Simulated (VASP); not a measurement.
# Pd (I4/mmm) in VASP: further runs

The runs below take Pd through single point, with PBEsol.

Program: VASP 6.6.1. These are calculated values, not measurements. Logs are shortened: lines on timing, memory, paths and dates and some standing lists are left out, and cuts for length are marked.

## (1) The cell of the first run

The structure is tetragonal, space group I4/mmm (No. 139). Conventional cell: a = 2.987 Å, b = 2.987 Å, c = 3.145 Å, α = 90.00°, β = 90.00°, γ = 90.00°. Pd (site symmetry 4/mmm) has 14 Pd at 2.63 to 3.14 Å within 3.5 Å.

## (2) Single point, PBEsol (strain -0.050 along x and y, +0.000 along z)

File INCAR:

```
SYSTEM = Pd
PREC = Accurate
ENCUT = 520
EDIFF = 1E-6
ISMEAR = 0
SIGMA = 0.15
LREAL = .False.
LASPH = .True.
NELM = 80
ALGO = Normal
ISIF = 2
LWAVE = .False.
LCHARG = .False.
GGA = PS
NBANDS = 11
```

File KPOINTS:

```
Automatic mesh
0
Gamma
  22 22 22
  0 0 0
```

File POSCAR:

```
Pd
1.0
   -1.4936669500      1.4936669500      1.5722810000
    1.4936669500     -1.4936669500      1.5722810000
    1.4936669500      1.4936669500     -1.5722810000
Pd
1
Direct
    0.0000000000      0.0000000000      0.0000000000
```

Potentials or basis: VASP PAW PBE potentials, release 64 (Pd).

Launch:

```bash
$ cat potpaw_PBE.64/Pd/POTCAR > POTCAR
$ mpirun -np 1 vasp_std > vasp.out
```

OUTCAR:

```text
SYSTEM = Pd
   PREC = Accurate
   ENCUT = 520
   EDIFF = 1E-6
   ISMEAR = 0
   LREAL = .False.
   LASPH = .True.
   NELM = 80
   ISIF = 2
   GGA = PS

 ion  position               nearest neighbor table
   1  0.000  0.000  0.000-

  LATTYP: Found a body centered tetragonal cell.
 ALAT       =     2.9873339000
 C/A-ratio  =     1.0526315789

  Lattice vectors:

 A1 = (  -1.4936669500,   1.4936669500,   1.5722810000)
 A2 = (   1.4936669500,  -1.4936669500,   1.5722810000)
 A3 = (   1.4936669500,   1.4936669500,  -1.5722810000)

Analysis of symmetry for initial positions (statically):
=====================================================================
 Subroutine PRICEL returns:
 Original cell was already a primitive cell.

 Routine SETGRP: Setting up the symmetry group for a
 body centered tetragonal supercell.

 Subroutine GETGRP returns: Found 16 space group operations
 (whereof 16 operations were pure point group operations)
 out of a pool of 16 trial point group operations.

The static configuration has the point symmetry D_4h.

Analysis of symmetry for dynamics (positions and initial velocities):
=====================================================================
 Subroutine PRICEL returns:
 Original cell was already a primitive cell.

 Routine SETGRP: Setting up the symmetry group for a
 body centered tetragonal supercell.

 Subroutine GETGRP returns: Found 16 space group operations
 (whereof 16 operations were pure point group operations)
 out of a pool of 16 trial point group operations.

The dynamic configuration has the point symmetry D_4h.

 Subroutine INISYM returns: Found 16 space group operations
 (whereof 16 operations are pure point group operations),
 and found     1 'primitive' translations

----------------------------------------------------------------------------------------

                                     Primitive cell

  volume of cell :      14.0313

  direct lattice vectors                    reciprocal lattice vectors
    -1.493666950  1.493666950  1.572281000     0.000000000  0.334746645  0.318009313
     1.493666950 -1.493666950  1.572281000     0.334746645  0.000000000  0.318009313
     1.493666950  1.493666950 -1.572281000     0.334746645  0.334746645  0.000000000

  length of vectors
     2.633277323  2.633277323  2.633277323     0.461719871  0.461719871  0.473403245

  position of ions in fractional coordinates (direct lattice)
     0.000000000  0.000000000  0.000000000

  ion indices of the primitive-cell ions
   primitive index   ion index
                 1           1

----------------------------------------------------------------------------------------

 KPOINTS: Automatic mesh

Automatic generation of k-mesh.
 Grid dimensions read from file:
 generate k-points for:   22   22   22

 Generating k-lattice:

  Cartesian coordinates                     Fractional coordinates (reciprocal lattice)
     0.000000000  0.015215757  0.014454969     0.045454545  0.000000000 -0.000000000
     0.015215757  0.000000000  0.014454969     0.000000000  0.045454545 -0.000000000
     0.015215757  0.015215757  0.000000000     0.000000000  0.000000000  0.045454545

  Length of vectors
     0.020987267  0.020987267  0.021518329

  Shift w.r.t. Gamma in fractional coordinates (k-lattice)
     0.000000000  0.000000000  0.000000000

 Subroutine IBZKPT returns following result:
 ===========================================

 Found    834 irreducible k-points:

 Following reciprocal coordinates:
            Coordinates               Weight
  0.000000  0.000000  0.000000      1.000000
  0.045455  0.000000  0.000000      8.000000
  0.090909  0.000000  0.000000      8.000000
  0.136364  0.000000  0.000000      8.000000
  0.181818 -0.000000  0.000000      8.000000
  0.227273  0.000000  0.000000      8.000000
[... 16 lines left out ...]
  0.500000  0.045455  0.000000     16.000000
 -0.454545  0.045455  0.000000     16.000000
 [... further k-points ...]
   k-points           NKPTS =    834   k-points in BZ     NKDIM =    834   number of bands    NBANDS=     11
   number of dos      NEDOS =    301   number of ions     NIONS =      1
   total plane-waves  NPLWV =   8000
   dimension x,y,z NGX =    20 NGY =   20 NGZ =   20
   dimension x,y,z NGXF=    40 NGYF=   40 NGZF=   40
   ions per type =               1
   NGX,Y,Z   is equivalent  to a cutoff of  12.63, 12.63, 12.63 a.u.
   NGXF,Y,Z  is equivalent  to a cutoff of  25.25, 25.25, 25.25 a.u.
 SYSTEM =  Pd
   PREC   = accura    normal or accurate (medium, high low for compatibility)
   ISTART =      0    job   : 0-new  1-cont  2-samecut
   ICHARG =      2    charge: 1-file 2-atom 10-const
   ISPIN  =      1    spin polarized calculation?
   LNONCOLLINEAR =      F non collinear calculations
   LSORBIT =      F    spin-orbit coupling
   LASPH  =      T    aspherical Exc in radial PAW
   ENCUT  =  520.0 eV  38.22 Ry    6.18 a.u.   4.90  4.90  4.90*2*pi/ulx,y,z
   NELM   =     80;   NELMIN=  2; NELMDL= -5     # of ELM steps
   EDIFF  = 0.1E-05   stopping-criterion for ELM
   LREAL  =      F    real-space projection
   EDIFFG = 0.1E-04   stopping-criterion for IOM
   NSW    =      0    number of steps for IOM
   IBRION =     -1    ionic relax: 0-MD 1-quasi-New 2-CG
   NFREE  =      0    steps in history (QN), initial steepest desc. (CG)
   ISIF   =      2    stress and relaxation
   ISYM   =      2    0-nonsym 1-usesym 2-fastsym
   POTIM  = 0.5000    time-step for ionic-motion
   TEBEG  =    0.0;   TEEND  =   0.0 temperature during run
   PSTRESS=    0.0 pullay stress
   NELECT =      10.0000    total number of electrons
   NUPDOWN=      -1.0000    fix difference up-down
   EMIN   =  10.00;   EMAX   =-10.00  energy-range for DOS
   EFERMI =   0.00;   METHOD = LEGACY
   ISMEAR =     0;   SIGMA  =   0.15  broadening in eV -4-tet -1-fermi 0-gaus
   EFERMI_NEDOS =   21; number of points for ismear=-14 and -15
   IALGO  =     38    algorithm
   IMIX   =      4    mixing-type and parameters
     AMIX     =   0.40;   BMIX     =  1.00
     AMIX_MAG =   1.60;   BMIX_MAG =  1.00
  volume/ion in A,a.u.               =      14.03        94.69
  Fermi-wavevector in a.u.,A,eV,Ry     =   1.462319  2.763383 29.094402  2.138378
  Thomas-Fermi vector in A             =   2.578547
   LORBIT       =      0    0 simple, 1 ext, 2 COOP (PROOUT), +10 PAW based schemes
   GGA     = PS    functional components
   LHFCALC =     F    Hartree Fock is set to
   AEXX    =    0.0000 exact exchange contribution
   IVDW    =     0    specifies the selected vdW correction
   LEPSILON=     F    determine dielectric tensor
   LRPA    =     F    only Hartree local field effects (RPA)
 non-spin polarized calculation
 Gauss-broadening in eV      SIGMA  =   0.15
  energy-cutoff  :      520.00
  volume of cell :       14.03
 maximum number of plane-waves:       396
   NGX =  9   NGY =  9   NGZ =  9

 number of electron      10.0000000 magnetization

 number of electron       9.9999999 magnetization

 Free energy of the ion-electron system (eV)
  ---------------------------------------------------
  ext. energy  EPLUGINS =         0.00000000
  ---------------------------------------------------
  free energy    TOTEN  =        -5.89785673 eV

  energy without entropy =       -5.88384390  energy(sigma->0) =       -5.89085032

 E-fermi :  10.4729     XC(G=0): -13.6878

 val. band max:       10.4720610373   @ k =  -0.4091   0.4091   0.2727
 cond. band min:      10.4749657636   @ k =  -0.3636   0.4545   0.1364
 fundamental gap:      0.0029047264
 Fermi energy:        10.4728540454

 k-point     1 :       0.0000    0.0000    0.0000
  band No.  band energies     occupation
      1       2.8598      2.00000
      2       7.1556      2.00000
      3       7.1556      2.00000
      4       7.5362      2.00000
      5       9.1995      2.00000
      6       9.6385      2.00000
      7      29.2639      0.00000
      8      30.2587      0.00000
      9      30.2587      0.00000
     10      36.5514      0.00000
     11      38.9344      0.00000

 k-point     2 :       0.0455    0.0000    0.0000
  band No.  band energies     occupation
      1       2.9421      2.00000
      2       7.1584      2.00000
      3       7.1707      2.00000
      4       7.5529      2.00000
      5       9.1758      2.00000
      6       9.6250      2.00000
      7      29.2993      0.00000
      8      30.2309      0.00000
      9      30.3638      0.00000
     10      36.5389      0.00000
     11      37.7755      0.00000

 k-point     3 :       0.0909    0.0000    0.0000
  band No.  band energies     occupation
      1       3.1828      2.00000
      2       7.1645      2.00000
      3       7.1650      2.00000
      4       7.6553      2.00000
      5       9.1095      2.00000
      6       9.5947      2.00000
      7      29.3472      0.00000
      8      30.0943      0.00000
      9      30.6723      0.00000
     10      36.3934      0.00000
     11      36.6878      0.00000

 k-point     4 :       0.1364    0.0000    0.0000
  band No.  band energies     occupation
      1       3.5609      2.00000
      2       7.0805      2.00000
      3       7.1752      2.00000
      4       7.9020      2.00000
      5       9.0221      2.00000
      6       9.5662      2.00000
      7      29.1563      0.00000
      8      29.7929      0.00000
      9      31.1643      0.00000
     10      35.7551      0.00000
     11      36.3558      0.00000

 k-point     5 :       0.1818   -0.0000    0.0000
  band No.  band energies     occupation
      1       4.0292      2.00000
      2       6.9403      2.00000
      3       7.2100      2.00000
      4       8.2720      2.00000
      5       8.9511      2.00000
      6       9.5503      2.00000
      7      28.3207      0.00000
      8      29.4183      0.00000
      9      31.8072      0.00000
     10      35.5542      0.00000
     11      35.9615      0.00000
[... 211 lines left out ...]
 k-point    21 :       0.4091    0.0455    0.0000
  band No.  band energies     occupation
      1       4.8304      2.00000
      2       6.1710      2.00000
      3       9.1130      2.00000
      4       9.5079      2.00000
      5      10.3676      1.67912
      6      11.5688      0.00000
      7      19.6800      0.00000
      8      26.1113      0.00000
      9      29.3913      0.00000
     10      35.6611      0.00000
     11      36.3846      0.00000

 k-point    22 :       0.4545    0.0455    0.0000
  band No.  band energies     occupation
      1       4.7816      2.00000
      2       6.1256      2.00000
      3       9.1099      2.00000
      4       9.6130      2.00000
      5      10.6785      0.05253
      6      12.0783      0.00000
      7      18.7903      0.00000
      8      25.9095      0.00000
      9      29.0125      0.00000
     10      35.9023      0.00000
     11      36.4062      0.00000

 k-point    23 :       0.5000    0.0455    0.0000
  band No.  band energies     occupation
      1       4.7806      2.00000
      2       6.1240      2.00000
      3       9.0756      2.00000
      4       9.6627      2.00000
      5      10.6811      0.04960
      6      12.0857      0.00000
      7      18.7643      0.00000
      8      25.9071      0.00000
      9      29.0228      0.00000
     10      35.8787      0.00000
     11      36.4136      0.00000

 k-point    24 :      -0.4545    0.0455    0.0000
  band No.  band energies     occupation
      1       4.8274      2.00000
      2       6.1665      2.00000
      3       9.0168      2.00000
      4       9.6523      2.00000
      5      10.3757      1.64009
      6      11.5747      0.00000
      7      19.6157      0.00000
      8      26.1047      0.00000
      9      29.4237      0.00000
     10      35.6179      0.00000
     11      36.4081      0.00000

 [... further k-points ...]

------------------------ aborting loop because EDIFF is reached ----------------------------------------

  FORCE on cell =-STRESS in cart. coord.  units (eV):
  Direction    XX          YY          ZZ          XY          YZ          ZX
  --------------------------------------------------------------------------------------
  -------------------------------------------------------------------------------------
  Total        0.7677834      0.7677834      0.9572201      0.0000000      0.0000000      0.0000000
  in kB       87.6701217     87.6701217    109.3011357      0.0000000      0.0000000      0.0000000
  external PRESSURE =      94.8804597 kB  Pullay stress =       0.0000000 kB

 VOLUME and BASIS-vectors are now :
 -----------------------------------------------------------------------------
  energy-cutoff  :      520.00
  volume of cell :       14.03
      direct lattice vectors                 reciprocal lattice vectors
    -1.493666950  1.493666950  1.572281000     0.000000000  0.334746645  0.318009313
     1.493666950 -1.493666950  1.572281000     0.334746645  0.000000000  0.318009313
     1.493666950  1.493666950 -1.572281000     0.334746645  0.334746645  0.000000000

 POSITION                                       TOTAL-FORCE (eV/Angst)
 -----------------------------------------------------------------------------------
      0.00000      0.00000      0.00000         0.000000      0.000000      0.000000
 -----------------------------------------------------------------------------------
    total drift:                                0.000000     -0.000000     -0.000000

  FREE ENERGIE OF THE ION-ELECTRON SYSTEM (eV)
  ---------------------------------------------------
  free  energy   TOTEN  =        -5.8978567319 eV

  energy  without entropy=       -5.8838439020  energy(sigma->0) =       -5.89085032
```

Run time: 2.1 min. Hardware: 1 thread of AMD EPYC 7R13 (Zen 3), shared host; peak memory 0.2 GiB.

What came out:

| Quantity | Value |
| --- | --- |
| Free energy | -5.8979 eV |
| Pressure | 9.5 GPa |
| Band gap on the k mesh | zero (band 5 reaches 11.21 eV, above the bottom of band 6 at 9.34 eV) |

Stress tensor (GPa, compression positive):
```
 8.77  0.00  0.00
 0.00  8.77  0.00
 0.00  0.00 10.93
```

Levels at points of the mesh, in eV from the Fermi level:
```
           k point  band 3  band 4  band 5  band 6  band 7  band 8
(0.00, 0.00, 0.00)   -3.32   -2.94   -1.27   -0.83   18.79   19.79
(0.50, 0.00, 0.00)   -1.36   -0.72    0.65    1.12    8.19   15.42
(0.50, 0.50, 0.00)   -0.80   -0.61    0.73    1.50    8.76   14.81
(0.50, 0.50, 0.50)    0.19    0.30    0.30    8.29    9.92    9.92
```

Caveat: the cell differs from its parent crystal (strain -0.050 along x and y, +0.000 along z); the PAW data sets were made with another functional, which shifts forces and pressure a little.

(Part 1 of 2 ends here.)
